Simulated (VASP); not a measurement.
# In3Sb3H in VASP: single point with PBE+D3(BJ)

Aim: the single point of In3Sb3H with PBE+D3(BJ).

Everything below comes from runs of VASP 6.6.1. Logs are shortened: lines on timing, memory, paths and dates and some standing lists are left out, and cuts for length are marked.

### Step 1. The cell of the first run

The cell holds a slab with vacuum, 14 atoms: a = 9.259 Å, b = 6.547 Å, c = 23.379 Å, α = 90.00°, β = 90.00°, γ = 90.00°.

### Step 2. Single point, PBE+D3(BJ)

File INCAR:

```
SYSTEM = In3Sb3H
PREC = Accurate
ENCUT = 520
EDIFF = 1E-6
ISMEAR = 0
SIGMA = 0.1
LREAL = .FALSE.
LASPH = .TRUE.
NELM = 60
ALGO = Normal
ISIF = 2
LWAVE = .FALSE.
LCHARG = .FALSE.
LDIPOL = .TRUE.
IDIPOL = 3
DIPOL = 0.5 0.5 0.476
GGA = PE
IVDW = 12
NBANDS = 68
```

File KPOINTS:

```
Automatic mesh
0
G
  2 3 1
  0 0 0
```

File POSCAR:

```
In3Sb3H
1.0
    9.2586444710      0.0000000000      0.0000000000
    0.0000000000      6.5468502901      0.0000000000
    0.0000000000      0.0000000000     23.3793222355
In Sb H
6 6 2
Direct
    0.2500000000      0.5000000000      0.3421827168
    0.7500000000      0.5000000000      0.3421827168
    0.5000944780      0.0724770491      0.4542474424
   -0.0000944780      0.0724770491      0.4542474424
    0.7500000000      0.4981569734      0.5132123396
    0.2500000000      0.4985732869      0.5132710726
    0.5000000000      0.2500000000      0.3421827168
    0.0000000000      0.2500000000      0.3421827168
    0.7500000000      0.8194538796      0.4301468669
    0.2500000000      0.8195148198      0.4301027594
   -0.0000620412      0.2995725486      0.5580301708
    0.5000620412      0.2995725486      0.5580301708
    0.2500000000      1.2792867563      0.6737714174
    0.2500000000      1.2941492057      0.7056583557
```

Potentials or basis: VASP PAW PBE potentials, release 64 (In_d, Sb, H).

The run is started by

```bash
> cat potpaw_PBE.64/In_d/POTCAR potpaw_PBE.64/Sb/POTCAR potpaw_PBE.64/H/POTCAR > POTCAR
> mpirun -np 1 vasp_std > vasp.out
```

OUTCAR:

```text
SYSTEM = In3Sb3H
   PREC = Accurate
   ENCUT = 520
   EDIFF = 1E-6
   ISMEAR = 0
   LREAL = .FALSE.
   LASPH = .TRUE.
   NELM = 60
   ISIF = 2
   GGA = PE
   IVDW = 12
 IVDW          = 12

 ion  position               nearest neighbor table
   1  0.250  0.500  0.342-   7 2.83   8 2.83  10 2.93   6 4.00
   2  0.750  0.500  0.342-   7 2.83   8 2.83   9 2.93   5 4.00
   3  0.500  0.072  0.454-  12 2.85   7 2.87   9 2.90  10 2.90   5 3.88   6 3.88
   4  1.000  0.072  0.454-  11 2.85   8 2.87   9 2.90  10 2.90   5 3.88   6 3.88
   5  0.750  0.498  0.513-  11 2.85  12 2.85   9 2.86   4 3.88   3 3.88   2 4.00
   6  0.250  0.499  0.513-  11 2.86  12 2.86  10 2.86   4 3.88   3 3.88   1 4.00
   7  0.500  0.250  0.342-   1 2.83   2 2.83   3 2.87
   8  0.000  0.250  0.342-   1 2.83   2 2.83   4 2.87
   9  0.750  0.819  0.430-   5 2.86   4 2.90   3 2.90   2 2.93
  10  0.250  0.820  0.430-   6 2.86   4 2.90   3 2.90   1 2.93
  11  1.000  0.300  0.558-   4 2.85   5 2.85   6 2.86
  12  0.500  0.300  0.558-   3 2.85   5 2.85   6 2.86
  13  0.250  0.279  0.674-  14 0.75
  14  0.250  0.294  0.706-  13 0.75

  LATTYP: Found a simple orthorhombic cell.
 ALAT       =     6.5468502901
 B/A-ratio  =     1.4142135624
 C/A-ratio  =     3.5710794045

  Lattice vectors:

 A1 = (   0.0000000000,  -6.5468502901,   0.0000000000)
 A2 = (   9.2586444710,   0.0000000000,   0.0000000000)
 A3 = (   0.0000000000,   0.0000000000,  23.3793222355)

Analysis of symmetry for initial positions (statically):
=====================================================================
 Subroutine PRICEL returns:
 Original cell was already a primitive cell.

 Routine SETGRP: Setting up the symmetry group for a
 simple orthorhombic supercell.

 Subroutine GETGRP returns: Found  2 space group operations
 (whereof  1 operations were pure point group operations)
 out of a pool of  8 trial point group operations.

The static configuration has the point symmetry C_1 .
 The point group associated with its full space group is C_1h.

Analysis of symmetry for dynamics (positions and initial velocities):
=====================================================================
 Subroutine PRICEL returns:
 Original cell was already a primitive cell.

 Routine SETGRP: Setting up the symmetry group for a
 simple orthorhombic supercell.

 Subroutine GETGRP returns: Found  2 space group operations
 (whereof  1 operations were pure point group operations)
 out of a pool of  8 trial point group operations.

The dynamic configuration has the point symmetry C_1 .
 The point group associated with its full space group is C_1h.

 Subroutine INISYM returns: Found  2 space group operations
 (whereof  1 operations are pure point group operations),
 and found     1 'primitive' translations

----------------------------------------------------------------------------------------

                                     Primitive cell

  volume of cell :    1417.1367

  direct lattice vectors                    reciprocal lattice vectors
     9.258644471  0.000000000  0.000000000     0.108007171  0.000000000  0.000000000
     0.000000000  6.546850290  0.000000000     0.000000000  0.152745207  0.000000000
     0.000000000  0.000000000 23.379322235     0.000000000  0.000000000  0.042772840

  length of vectors
     9.258644471  6.546850290 23.379322235     0.108007171  0.152745207  0.042772840

  position of ions in fractional coordinates (direct lattice)
     0.250000000  0.500000000  0.342182717
     0.750000000  0.500000000  0.342182717
     0.500094478  0.072477049  0.454247442
     0.999905522  0.072477049  0.454247442
     0.750000000  0.498156973  0.513212340
     0.250000000  0.498573287  0.513271073
     0.500000000  0.250000000  0.342182717
     0.000000000  0.250000000  0.342182717
     0.750000000  0.819453880  0.430146867
     0.250000000  0.819514820  0.430102759
     0.999937959  0.299572549  0.558030171
     0.500062041  0.299572549  0.558030171
     0.250000000  0.279286756  0.673771417
     0.250000000  0.294149206  0.705658356

[... 28 lines left out ...]
     0.054003586  0.000000000  0.000000000     0.500000000  0.000000000  0.000000000
     0.000000000  0.050915069  0.000000000     0.000000000  0.333333333  0.000000000
     0.000000000  0.000000000  0.042772840     0.000000000  0.000000000  1.000000000

  Length of vectors
     0.054003586  0.050915069  0.042772840

  Shift w.r.t. Gamma in fractional coordinates (k-lattice)
     0.000000000  0.000000000  0.000000000

 Subroutine IBZKPT returns following result:
 ===========================================

 Found      4 irreducible k-points:

 Following reciprocal coordinates:
            Coordinates               Weight
  0.000000  0.000000  0.000000      1.000000
  0.500000  0.000000  0.000000      1.000000
  0.000000  0.333333  0.000000      2.000000
  0.500000  0.333333  0.000000      2.000000
   k-points           NKPTS =      4   k-points in BZ     NKDIM =      4   number of bands    NBANDS=     68
   number of dos      NEDOS =    301   number of ions     NIONS =     14
   total plane-waves  NPLWV = 630000
   dimension x,y,z NGX =    70 NGY =   50 NGZ =  180
   dimension x,y,z NGXF=   140 NGYF=  100 NGZF=  360
   ions per type =               6   6   2
   NGX,Y,Z   is equivalent  to a cutoff of  12.57, 12.70, 12.80 a.u.
   NGXF,Y,Z  is equivalent  to a cutoff of  25.14, 25.39, 25.60 a.u.
 SYSTEM =  In3Sb3H
   PREC   = accura    normal or accurate (medium, high low for compatibility)
   ISTART =      0    job   : 0-new  1-cont  2-samecut
   ICHARG =      2    charge: 1-file 2-atom 10-const
   ISPIN  =      1    spin polarized calculation?
   LNONCOLLINEAR =      F non collinear calculations
   LSORBIT =      F    spin-orbit coupling
   LASPH  =      T    aspherical Exc in radial PAW
   ENCUT  =  520.0 eV  38.22 Ry    6.18 a.u.  17.21 12.17 43.47*2*pi/ulx,y,z
   NELM   =     60;   NELMIN=  2; NELMDL= -5     # of ELM steps
   EDIFF  = 0.1E-05   stopping-criterion for ELM
   LREAL  =      F    real-space projection
   EDIFFG = 0.1E-04   stopping-criterion for IOM
   NSW    =      0    number of steps for IOM
   IBRION =     -1    ionic relax: 0-MD 1-quasi-New 2-CG
   NFREE  =      0    steps in history (QN), initial steepest desc. (CG)
   ISIF   =      2    stress and relaxation
   ISYM   =      2    0-nonsym 1-usesym 2-fastsym
   POTIM  = 0.5000    time-step for ionic-motion
   TEBEG  =    0.0;   TEEND  =   0.0 temperature during run
   PSTRESS=    0.0 pullay stress
   NELECT =     110.0000    total number of electrons
   NUPDOWN=      -1.0000    fix difference up-down
   EMIN   =  10.00;   EMAX   =-10.00  energy-range for DOS
   EFERMI =   0.00;   METHOD = LEGACY
   ISMEAR =     0;   SIGMA  =   0.10  broadening in eV -4-tet -1-fermi 0-gaus
   EFERMI_NEDOS =   21; number of points for ismear=-14 and -15
   IALGO  =     38    algorithm
   IMIX   =      4    mixing-type and parameters
     AMIX     =   0.40;   BMIX     =  1.00
     AMIX_MAG =   1.60;   BMIX_MAG =  1.00
  volume/ion in A,a.u.               =     101.22       683.09
  Fermi-wavevector in a.u.,A,eV,Ry     =   0.698343  1.319676  6.635320  0.487682
  Thomas-Fermi vector in A             =   1.781920
   LORBIT       =      0    0 simple, 1 ext, 2 COOP (PROOUT), +10 PAW based schemes
   GGA     = PE    functional components
   LHFCALC =     F    Hartree Fock is set to
   AEXX    =    0.0000 exact exchange contribution
   IVDW    =    12    specifies the selected vdW correction
   LEPSILON=     F    determine dielectric tensor
   LRPA    =     F    only Hartree local field effects (RPA)
 non-spin polarized calculation
 Gauss-broadening in eV      SIGMA  =   0.10
  energy-cutoff  :      520.00
  volume of cell :     1417.14
 maximum number of plane-waves:     38206
 NGX is ok and might be reduce to    70
   NGX = 35   NGY = 25   NGZ = 87

 dipolmoment           0.000000      0.000000     -0.000002 electrons x Angstroem

 number of electron     110.0000041 magnetization

 dipolmoment           0.000000      0.000000      0.055619 electrons x Angstroem

 Free energy of the ion-electron system (eV)
  ---------------------------------------------------
  ext. energy  EPLUGINS =         0.00000000
  ---------------------------------------------------
  free energy    TOTEN  =       -44.87760187 eV

  energy without entropy =      -44.86511717  energy(sigma->0) =      -44.87135952

 E-fermi :  -1.6082     XC(G=0):  -3.2680

 val. band max:       -1.6801692252   @ k =   0.0000   0.0000   0.0000
 cond. band min:      -1.5071272338   @ k =   0.0000   0.3333   0.0000
 fundamental gap:      0.1730419913
 Fermi energy:        -1.6081946809

 k-point     1 :       0.0000    0.0000    0.0000
  band No.  band energies     occupation
      1     -16.3893      2.00000
      2     -16.3803      2.00000
      3     -16.3459      2.00000
      4     -16.3345      2.00000
      5     -16.3293      2.00000
      6     -16.3264      2.00000
[... 269 lines left out ...]
     66       1.9728      0.00000
     67       2.0093      0.00000
 [bands above 67 left out]

------------------------ aborting loop because EDIFF is reached ----------------------------------------

 vacuum level on the upper side and lower side of the slab       (xc-potential included)        -0.027        -0.176

 Edisp (eV)   -2.49039

 E8    (eV) :    -1.2403

  FORCE on cell =-STRESS in cart. coord.  units (eV):
  Direction    XX          YY          ZZ          XY          YZ          ZX
  --------------------------------------------------------------------------------------
  -------------------------------------------------------------------------------------
  Total      -2.92026    -4.85277     0.02425     0.00000    -0.01019     0.00000
  in kB      -3.30157    -5.48642     0.02741     0.00000    -0.01152     0.00000
  external pressure =       -2.92 kB  Pullay stress =        0.00 kB

 VOLUME and BASIS-vectors are now :
 -----------------------------------------------------------------------------
  energy-cutoff  :      520.00
  volume of cell :     1417.14
      direct lattice vectors                 reciprocal lattice vectors
     9.258644471  0.000000000  0.000000000     0.108007171  0.000000000  0.000000000
     0.000000000  6.546850290  0.000000000     0.000000000  0.152745207  0.000000000
     0.000000000  0.000000000 23.379322235     0.000000000  0.000000000  0.042772840

 POSITION                                       TOTAL-FORCE (eV/Angst)
 -----------------------------------------------------------------------------------
      2.31466      3.27343      8.00000         0.000000     -0.124904      0.681370
      6.94398      3.27343      8.00000         0.000000     -0.123227      0.681121
      4.63020      0.47450     10.62000        -0.004924     -0.002918     -0.000451
      9.25777      0.47450     10.62000         0.004924     -0.002918     -0.000451
      6.94398      3.26136     11.99856         0.000000      0.004553     -0.005484
      2.31466      3.26408     11.99993         0.000000     -0.002648     -0.002222
      4.62932      1.63671      8.00000        -0.000509      0.121055     -0.693431
      0.00000      1.63671      8.00000         0.000509      0.121055     -0.693431
      6.94398      5.36484     10.05654         0.000000      0.005501     -0.006553
      2.31466      5.36524     10.05551         0.000000      0.011102     -0.003433
      9.25807      1.96126     13.04637         0.003308     -0.003359      0.021366
      4.62990      1.96126     13.04637        -0.003308     -0.003359      0.021366
      2.31466      1.82845     15.75232         0.000000      0.001129      0.013526
      2.31466      1.92575     16.49781         0.000000     -0.001064     -0.013294
 -----------------------------------------------------------------------------------
    total drift:                                0.000000      0.000093     -0.000227

  FREE ENERGIE OF THE ION-ELECTRON SYSTEM (eV)
  ---------------------------------------------------
  free  energy   TOTEN  =       -47.3679873199 eV

  energy  without entropy=      -47.3555026227  energy(sigma->0) =      -47.36174497

 vacuum level on the upper side and lower side of the slab         2.748         2.599
```

Wall time 22 min (1 thread of Intel Xeon Platinum 8488C (Sapphire Rapids), shared host); peak memory 1.2 GiB.

Results:

```
Free energy                : -47.3680 eV
Largest force              : 0.704 eV/Å
Band gap on the k mesh     : 0.17 eV (least direct gap 0.28 eV)
Dispersion energy per atom : -0.178 eV
```

Forces on the atoms (eV/Å):
```
In   0.000 -0.125  0.681
In   0.000 -0.123  0.681
In  -0.005 -0.003  0.000
In   0.005 -0.003  0.000
In   0.000  0.005 -0.005
In   0.000 -0.003 -0.002
Sb  -0.001  0.121 -0.693
Sb   0.001  0.121 -0.693
Sb   0.000  0.006 -0.007
Sb   0.000  0.011 -0.003
Sb   0.003 -0.003  0.021
Sb  -0.003 -0.003  0.021
H    0.000  0.001  0.014
H    0.000 -0.001 -0.013
```

Caveat: semilocal functionals underestimate gaps, and a narrow one can read as zero; spin-orbit coupling is left out, which moves the levels of the heavy elements.
